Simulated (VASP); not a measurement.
# Rb4S3 (Pm-3m) in VASP: notebook

The runs below take Rb4S3 through single point, with PBE.

All numbers are computed with VASP 6.6.1; they aren't measurements. Logs are shortened: lines on timing, memory, paths and dates and some standing lists are left out, and cuts for length are marked.

**1. The cell of the first run**

It takes space group Pm-3m (No. 221, cubic). Conventional cell: a = 6.254 Å, b = 6.254 Å, c = 6.254 Å, α = 90.00°, β = 90.00°, γ = 90.00°. Rb (site symmetry 4/mmm) has 2 Rb at 3.13 Å and 4 S at 3.13 Å within 4.1 Å. Rb (site symmetry m-3m) has 6 Rb at 3.13 Å within 4.1 Å. S (site symmetry 4/mmm) has 4 Rb at 3.13 Å within 4.1 Å.

The cell was built from a structure type or drawn by symmetry, and may not be a known phase.

**2. Single point, PBE**

INCAR

```
SYSTEM = Rb4S3
  ALGO = Normal
  EDIFF = 1E-6
  ENCUT = 520
  GGA = PE
  ISIF = 2
  ISMEAR = 0
  LASPH = .True.
  LCHARG = .False.
  LREAL = .False.
  LWAVE = .False.
  NBANDS = 36
  NELM = 100
  PREC = Accurate
  SIGMA = 0.1
```

KPOINTS

```
k-points
0
Gamma
  4 4 4
  0 0 0
```

POSCAR

```
Rb4S3
1.0
    6.2536789100      0.0000000000      0.0000000000
    0.0000000000      6.2536789100      0.0000000000
    0.0000000000      0.0000000000      6.2536789100
Rb S
4 3
Direct
    0.0000000000      0.5000000000      0.5000000000
    0.5000000000      0.0000000000      0.5000000000
    0.5000000000      0.5000000000      0.0000000000
    0.5000000000      0.5000000000      0.5000000000
    0.5000000000      0.0000000000      0.0000000000
    0.0000000000      0.5000000000      0.0000000000
    0.0000000000      0.0000000000      0.5000000000
```

Potentials or basis: VASP PAW PBE potentials, release 64 (Rb_sv, S).

Launch:

```console
$ cat potpaw_PBE.64/Rb_sv/POTCAR potpaw_PBE.64/S/POTCAR > POTCAR
$ mpirun -np 1 vasp_std > vasp.out
```

OUTCAR:

```text
SYSTEM = Rb4S3
   EDIFF = 1E-6
   ENCUT = 520
   GGA = PE
   ISIF = 2
   ISMEAR = 0
   LASPH = .True.
   LREAL = .False.
   NELM = 100
   PREC = Accurate

 ion  position               nearest neighbor table
   1  0.000  0.500  0.500-   4 3.13   6 3.13   7 3.13   6 3.13   7 3.13   4 3.13   3 4.42   2 4.42
                             2 4.42   2 4.42   3 4.42   3 4.42   3 4.42   2 4.42
   2  0.500  0.000  0.500-   4 3.13   5 3.13   7 3.13   5 3.13   4 3.13   7 3.13   3 4.42   1 4.42
                             3 4.42   1 4.42   3 4.42   1 4.42   3 4.42   1 4.42
   3  0.500  0.500  0.000-   4 3.13   5 3.13   6 3.13   4 3.13   5 3.13   6 3.13   2 4.42   2 4.42
                             2 4.42   1 4.42   2 4.42   1 4.42   1 4.42   1 4.42
   4  0.500  0.500  0.500-   1 3.13   2 3.13   3 3.13   3 3.13   2 3.13   1 3.13
   5  0.500  0.000  0.000-   2 3.13   3 3.13   2 3.13   3 3.13
   6  0.000  0.500  0.000-   1 3.13   3 3.13   1 3.13   3 3.13
   7  0.000  0.000  0.500-   1 3.13   2 3.13   1 3.13   2 3.13

  LATTYP: Found a simple cubic cell.
 ALAT       =     6.2536789100

  Lattice vectors:

 A1 = (   6.2536789100,   0.0000000000,   0.0000000000)
 A2 = (   0.0000000000,   6.2536789100,   0.0000000000)
 A3 = (   0.0000000000,   0.0000000000,   6.2536789100)

Analysis of symmetry for initial positions (statically):
=====================================================================
 Subroutine PRICEL returns:
 Original cell was already a primitive cell.

 Routine SETGRP: Setting up the symmetry group for a
 simple cubic supercell.

 Subroutine GETGRP returns: Found 48 space group operations
 (whereof 48 operations were pure point group operations)
 out of a pool of 48 trial point group operations.

The static configuration has the point symmetry O_h .

Analysis of symmetry for dynamics (positions and initial velocities):
=====================================================================
 Subroutine PRICEL returns:
 Original cell was already a primitive cell.

 Routine SETGRP: Setting up the symmetry group for a
 simple cubic supercell.

 Subroutine GETGRP returns: Found 48 space group operations
 (whereof 48 operations were pure point group operations)
 out of a pool of 48 trial point group operations.

The dynamic configuration has the point symmetry O_h .

 Subroutine INISYM returns: Found 48 space group operations
 (whereof 48 operations are pure point group operations),
 and found     1 'primitive' translations

[... 95 lines left out ...]
   ISIF   =      2    stress and relaxation
   ISYM   =      2    0-nonsym 1-usesym 2-fastsym
   POTIM  = 0.5000    time-step for ionic-motion
   TEBEG  =    0.0;   TEEND  =   0.0 temperature during run
   PSTRESS=    0.0 pullay stress
   NELECT =      54.0000    total number of electrons
   NUPDOWN=      -1.0000    fix difference up-down
   EMIN   =  10.00;   EMAX   =-10.00  energy-range for DOS
   EFERMI =   0.00;   METHOD = LEGACY
   ISMEAR =     0;   SIGMA  =   0.10  broadening in eV -4-tet -1-fermi 0-gaus
   EFERMI_NEDOS =   21; number of points for ismear=-14 and -15
   IALGO  =     38    algorithm
   IMIX   =      4    mixing-type and parameters
     AMIX     =   0.40;   BMIX     =  1.00
     AMIX_MAG =   1.60;   BMIX_MAG =  1.00
  volume/ion in A,a.u.               =      34.94       235.78
  Fermi-wavevector in a.u.,A,eV,Ry     =   0.989473  1.869832 13.320870  0.979056
  Thomas-Fermi vector in A             =   2.121074
   LORBIT       =      0    0 simple, 1 ext, 2 COOP (PROOUT), +10 PAW based schemes
   GGA     = PE    functional components
   LHFCALC =     F    Hartree Fock is set to
   AEXX    =    0.0000 exact exchange contribution
   IVDW    =     0    specifies the selected vdW correction
   LEPSILON=     F    determine dielectric tensor
   LRPA    =     F    only Hartree local field effects (RPA)
 non-spin polarized calculation
 Gauss-broadening in eV      SIGMA  =   0.10
  energy-cutoff  :      520.00
  volume of cell :      244.57
 maximum number of plane-waves:      6704
 NGX is ok and might be reduce to    48
   NGX = 23   NGY = 23   NGZ = 23

 number of electron      54.0000004 magnetization

 Free energy of the ion-electron system (eV)
  ---------------------------------------------------
  ext. energy  EPLUGINS =         0.00000000
  ---------------------------------------------------
  free energy    TOTEN  =       -15.35246090 eV

  energy without entropy =      -15.28347138  energy(sigma->0) =      -15.31796614

 E-fermi :   0.6013     XC(G=0):  -7.6991

 val. band max:        0.5904406197   @ k =   0.2500   0.2500   0.2500
 cond. band min:       0.6325484463   @ k =   0.2500   0.0000   0.0000
 fundamental gap:      0.0421078266
 Fermi energy:         0.6012804313

 k-point     1 :       0.0000    0.0000    0.0000
  band No.  band energies     occupation
      1     -29.4440      2.00000
      2     -26.1101      2.00000
      3     -26.1101      2.00000
      4     -26.1071      2.00000
      5     -13.8833      2.00000
      6     -13.8833      2.00000
[... 379 lines left out ...]
     35       5.1701      0.00000
     36       6.2204      0.00000

------------------------ aborting loop because EDIFF is reached ----------------------------------------

  FORCE on cell =-STRESS in cart. coord.  units (eV):
  Direction    XX          YY          ZZ          XY          YZ          ZX
  --------------------------------------------------------------------------------------
  -------------------------------------------------------------------------------------
  Total        6.0449188      6.0449188      6.0449188     -0.0000000     -0.0000000      0.0000000
  in kB       39.5999210     39.5999210     39.5999210     -0.0000000     -0.0000000      0.0000000
  external PRESSURE =      39.5999210 kB  Pullay stress =       0.0000000 kB

 VOLUME and BASIS-vectors are now :
 -----------------------------------------------------------------------------
  energy-cutoff  :      520.00
  volume of cell :      244.57
      direct lattice vectors                 reciprocal lattice vectors
     6.253678910  0.000000000  0.000000000     0.159905875  0.000000000  0.000000000
     0.000000000  6.253678910  0.000000000     0.000000000  0.159905875  0.000000000
     0.000000000  0.000000000  6.253678910     0.000000000  0.000000000  0.159905875

 POSITION                                       TOTAL-FORCE (eV/Angst)
 -----------------------------------------------------------------------------------
      0.00000      3.12684      3.12684         0.000000      0.000000      0.000000
      3.12684      0.00000      3.12684         0.000000      0.000000      0.000000
      3.12684      3.12684      0.00000         0.000000      0.000000      0.000000
      3.12684      3.12684      3.12684         0.000000      0.000000      0.000000
      3.12684      0.00000      0.00000         0.000000      0.000000      0.000000
      0.00000      3.12684      0.00000         0.000000      0.000000      0.000000
      0.00000      0.00000      3.12684         0.000000      0.000000      0.000000
 -----------------------------------------------------------------------------------
    total drift:                                0.000000      0.000000      0.000000

  FREE ENERGIE OF THE ION-ELECTRON SYSTEM (eV)
  ---------------------------------------------------
  free  energy   TOTEN  =       -15.3524609005 eV

  energy  without entropy=      -15.2834713773  energy(sigma->0) =      -15.31796614
```

stdout:

```text
POSCAR found type information on POSCAR RbS
 POSCAR found :  2 types and       7 ions
 scaLAPACK will be used
 LDA part: xc-table for (Slater+PW92), standard interpolation
 POSCAR, INCAR and KPOINTS ok, starting setup
 FFT: planning ... GRIDC
 FFT: planning ... GRID_SOFT
 FFT: planning ... GRID
 WAVECAR not read
 entering main loop
```

Run time: 62 s. Hardware: 1 thread of Intel Xeon Platinum 8488C (Sapphire Rapids), shared host; peak memory 0.34 GiB.

Results:

- Free energy: -15.3525 eV
- Pressure: 4.0 GPa
- Band gap on the k mesh: zero (bands 27 and 28 overlap by 0.18 eV)

Caveat: the cell stands under pressure.

**3. Single point, PBE**

This run uses another cell than the first one, of 41.90 Å³/atom.

INCAR

```
SYSTEM = Rb4S3
  ALGO = Normal
  EDIFF = 1E-6
  ENCUT = 520
  GGA = PE
  ISIF = 2
  ISMEAR = 0
  LASPH = .True.
  LCHARG = .True.
  LELF = .True.
  LREAL = .False.
  LVHAR = .True.
  LWAVE = .False.
  NBANDS = 36
  NELM = 60
  PREC = Accurate
  SIGMA = 0.1
```

KPOINTS is that of step 2.

POSCAR, as its differences from that of step 2:

```diff
@@ -2,5 +2,5 @@
 1.0
-    6.2536789100      0.0000000000      0.0000000000
-    0.0000000000      6.2536789100      0.0000000000
-    0.0000000000      0.0000000000      6.2536789100
+    6.6439803690      0.0000000000      0.0000000000
+    0.0000000000      6.6439803690      0.0000000000
+    0.0000000000      0.0000000000      6.6439803690
 Rb S
```

Potentials or basis: VASP PAW PBE potentials, release 64 (Rb_sv, S).

Launch:

```console
$ cat potpaw_PBE.64/Rb_sv/POTCAR potpaw_PBE.64/S/POTCAR > POTCAR
$ mpirun -np 1 vasp_std > vasp.out
```

OUTCAR:

```text
SYSTEM = Rb4S3
   EDIFF = 1E-6
   ENCUT = 520
   GGA = PE
   ISIF = 2
   ISMEAR = 0
   LASPH = .True.
   LREAL = .False.
   NELM = 60
   PREC = Accurate

 ion  position               nearest neighbor table
   1  0.000  0.500  0.500-   4 3.32   6 3.32   7 3.32   6 3.32   7 3.32   4 3.32   3 4.70   2 4.70
                             2 4.70   2 4.70   3 4.70   3 4.70   3 4.70   2 4.70
   2  0.500  0.000  0.500-   4 3.32   5 3.32   7 3.32   5 3.32   4 3.32   7 3.32   3 4.70   1 4.70
                             3 4.70   1 4.70   3 4.70   1 4.70   3 4.70   1 4.70
   3  0.500  0.500  0.000-   4 3.32   5 3.32   6 3.32   4 3.32   5 3.32   6 3.32   2 4.70   2 4.70
                             2 4.70   1 4.70   2 4.70   1 4.70   1 4.70   1 4.70
   4  0.500  0.500  0.500-   1 3.32   2 3.32   3 3.32   3 3.32   2 3.32   1 3.32
   5  0.500  0.000  0.000-   2 3.32   3 3.32   2 3.32   3 3.32
   6  0.000  0.500  0.000-   1 3.32   3 3.32   1 3.32   3 3.32
   7  0.000  0.000  0.500-   1 3.32   2 3.32   1 3.32   2 3.32

  LATTYP: Found a simple cubic cell.
 ALAT       =     6.6439803690

  Lattice vectors:

 A1 = (   6.6439803690,   0.0000000000,   0.0000000000)
 A2 = (   0.0000000000,   6.6439803690,   0.0000000000)
 A3 = (   0.0000000000,   0.0000000000,   6.6439803690)

Analysis of symmetry for initial positions (statically):
=====================================================================
 Subroutine PRICEL returns:
 Original cell was already a primitive cell.

 Routine SETGRP: Setting up the symmetry group for a
 simple cubic supercell.

 Subroutine GETGRP returns: Found 48 space group operations
 (whereof 48 operations were pure point group operations)
 out of a pool of 48 trial point group operations.

The static configuration has the point symmetry O_h .

Analysis of symmetry for dynamics (positions and initial velocities):
=====================================================================
 Subroutine PRICEL returns:
 Original cell was already a primitive cell.

 Routine SETGRP: Setting up the symmetry group for a
 simple cubic supercell.

 Subroutine GETGRP returns: Found 48 space group operations
[... 123 lines left out ...]
   GGA     = PE    functional components
   LHFCALC =     F    Hartree Fock is set to
   AEXX    =    0.0000 exact exchange contribution
   IVDW    =     0    specifies the selected vdW correction
   LEPSILON=     F    determine dielectric tensor
   LRPA    =     F    only Hartree local field effects (RPA)
 non-spin polarized calculation
 Gauss-broadening in eV      SIGMA  =   0.10
  energy-cutoff  :      520.00
  volume of cell :      293.28
 maximum number of plane-waves:      7945
 NGX is ok and might be reduce to    50
   NGX = 25   NGY = 25   NGZ = 25

 number of electron      54.0000009 magnetization

 Free energy of the ion-electron system (eV)
  ---------------------------------------------------
  ext. energy  EPLUGINS =         0.00000000
  ---------------------------------------------------
  free energy    TOTEN  =       -15.91921052 eV

  energy without entropy =      -15.83972245  energy(sigma->0) =      -15.87946648

 E-fermi :  -0.1165     XC(G=0):  -7.0071

 val. band max:       -0.1525507002   @ k =   0.5000   0.2500   0.2500
 cond. band min:      -0.1130133484   @ k =   0.2500   0.0000   0.0000
 fundamental gap:      0.0395373518
 Fermi energy:        -0.1165100189

 k-point     1 :       0.0000    0.0000    0.0000
  band No.  band energies     occupation
      1     -30.2863      2.00000
      2     -27.1043      2.00000
      3     -27.1027      2.00000
      4     -27.1027      2.00000
      5     -14.5379      2.00000
      6     -14.5379      2.00000
[... 379 lines left out ...]
     35       3.7845      0.00000
     36       4.6898      0.00000

------------------------ aborting loop because EDIFF is reached ----------------------------------------

  FORCE on cell =-STRESS in cart. coord.  units (eV):
  Direction    XX          YY          ZZ          XY          YZ          ZX
  --------------------------------------------------------------------------------------
  -------------------------------------------------------------------------------------
  Total        0.5882021      0.5882021      0.5882021      0.0000000      0.0000000      0.0000000
  in kB        3.2133061      3.2133061      3.2133061      0.0000000      0.0000000      0.0000000
  external PRESSURE =       3.2133061 kB  Pullay stress =       0.0000000 kB

 VOLUME and BASIS-vectors are now :
 -----------------------------------------------------------------------------
  energy-cutoff  :      520.00
  volume of cell :      293.28
      direct lattice vectors                 reciprocal lattice vectors
     6.643980369  0.000000000  0.000000000     0.150512185  0.000000000  0.000000000
     0.000000000  6.643980369  0.000000000     0.000000000  0.150512185  0.000000000
     0.000000000  0.000000000  6.643980369     0.000000000  0.000000000  0.150512185

 POSITION                                       TOTAL-FORCE (eV/Angst)
 -----------------------------------------------------------------------------------
      0.00000      3.32199      3.32199         0.000000      0.000000      0.000000
      3.32199      0.00000      3.32199         0.000000      0.000000      0.000000
      3.32199      3.32199      0.00000         0.000000      0.000000      0.000000
      3.32199      3.32199      3.32199         0.000000      0.000000      0.000000
      3.32199      0.00000      0.00000         0.000000      0.000000      0.000000
      0.00000      3.32199      0.00000         0.000000      0.000000      0.000000
      0.00000      0.00000      3.32199         0.000000      0.000000      0.000000
 -----------------------------------------------------------------------------------
    total drift:                                0.000000      0.000000      0.000000

  FREE ENERGIE OF THE ION-ELECTRON SYSTEM (eV)
  ---------------------------------------------------
  free  energy   TOTEN  =       -15.9192105185 eV

  energy  without entropy=      -15.8397224468  energy(sigma->0) =      -15.87946648
```

stdout:

```text
POSCAR found type information on POSCAR RbS
 POSCAR found :  2 types and       7 ions
 scaLAPACK will be used
 LDA part: xc-table for (Slater+PW92), standard interpolation
 POSCAR, INCAR and KPOINTS ok, starting setup
 FFT: planning ... GRIDC
 FFT: planning ... GRID_SOFT
 FFT: planning ... GRID
 WAVECAR not read
 entering main loop
```

Run time: 89 s. Hardware: 1 thread of Intel Xeon Platinum 8488C (Sapphire Rapids), shared host; peak memory 0.37 GiB.

What came out:

* Free energy: -15.9192 eV
* Pressure: 0.3 GPa
* Band gap on the k mesh: zero (bands 27 and 28 overlap by 0.16 eV)

Levels at points of the mesh, in eV from the Fermi level:
```
           k point  band 23  band 24  band 25  band 26  band 27  band 28  band 29  band 30  band 31  band 32
(0.00, 0.00, 0.00)    -0.20    -0.20    -0.20     0.06     0.06     0.06     0.64     2.10     2.10     2.10
(0.50, 0.00, 0.00)    -0.57    -0.31    -0.31    -0.24    -0.05    -0.05     1.44     2.18     2.85     3.20
(0.50, 0.50, 0.00)    -0.63    -0.51    -0.40    -0.40    -0.29     0.14     2.02     3.23     3.23     3.57
(0.50, 0.50, 0.50)    -0.98    -0.55    -0.55    -0.55     0.11     0.11     2.63     3.45     3.45     3.45
```

**4. Single point, PBE**

This run uses another cell than the first one, of 42.89 Å³/atom.

INCAR

```
SYSTEM = Rb4S3
ALGO = Normal
EDIFF = 1E-6
ENCUT = 520
GGA = PE
ISIF = 2
ISMEAR = 0
LASPH = .TRUE.
LCHARG = .FALSE.
LREAL = .FALSE.
LWAVE = .FALSE.
NBANDS = 36
NELM = 60
PREC = Accurate
SIGMA = 0.1
```

KPOINTS

```
k-points
0
G
  6 6 6
  0 0 0
```

POSCAR, as its differences from that of step 3:

```diff
@@ -2,5 +2,5 @@
 1.0
-    6.6439803690      0.0000000000      0.0000000000
-    0.0000000000      6.6439803690      0.0000000000
-    0.0000000000      0.0000000000      6.6439803690
+    6.6959275315      0.0000000000      0.0000000000
+    0.0000000000      6.6959275315      0.0000000000
+    0.0000000000      0.0000000000      6.6959275315
 Rb S
```

Launch:

```console
$ cat potpaw_PBE.64/Rb_sv/POTCAR potpaw_PBE.64/S/POTCAR > POTCAR
$ mpirun -np 1 vasp_std > vasp.out
```

Run time: 2.5 min. Hardware: 1 thread of Intel Xeon Platinum 8488C (Sapphire Rapids), shared host; peak memory 0.43 GiB.

It converged, with:

```yaml
Free_energy: -15.9291 eV
Pressure: 0.0 GPa
Band_gap_on_the_k_mesh: zero (bands 27 and 28 overlap by 0.15 eV)
```

Levels at points of the mesh, in eV from the Fermi level:
```csv
k point,band 24,band 25,band 26,band 27,band 28,band 29,band 30,band 31
"(0.00, 0.00, 0.00)",-0.20,-0.20,0.05,0.05,0.05,0.58,2.12,2.12
"(0.50, 0.00, 0.00)",-0.31,-0.31,-0.23,-0.05,-0.05,1.38,2.19,2.83
"(0.50, 0.50, 0.00)",-0.49,-0.40,-0.40,-0.28,0.14,1.95,3.21,3.21
"(0.50, 0.50, 0.50)",-0.52,-0.52,-0.52,0.11,0.11,2.53,3.42,3.42
```

**5. The runs side by side**

```tsv
cell	k mesh	gap on the mesh (eV)	pressure (GPa)
a = 6.254 Å, 7 atoms	4 × 4 × 4	none	4.0
a = 6.644 Å, 7 atoms	4 × 4 × 4	none	0.3
a = 6.696 Å, 7 atoms	6 × 6 × 6	none	0.0
```

Alike in all rows: task single point; level PBE; potentials or basis VASP PAW PBE potentials, release 64 (Rb_sv, S); no spin polarisation; cutoff (eV) 520; smearing gaussian 0.1 eV.

Caveats: the cell stands under pressure (at least some runs).

Absolute energies hang on the potentials; compare differences alone.
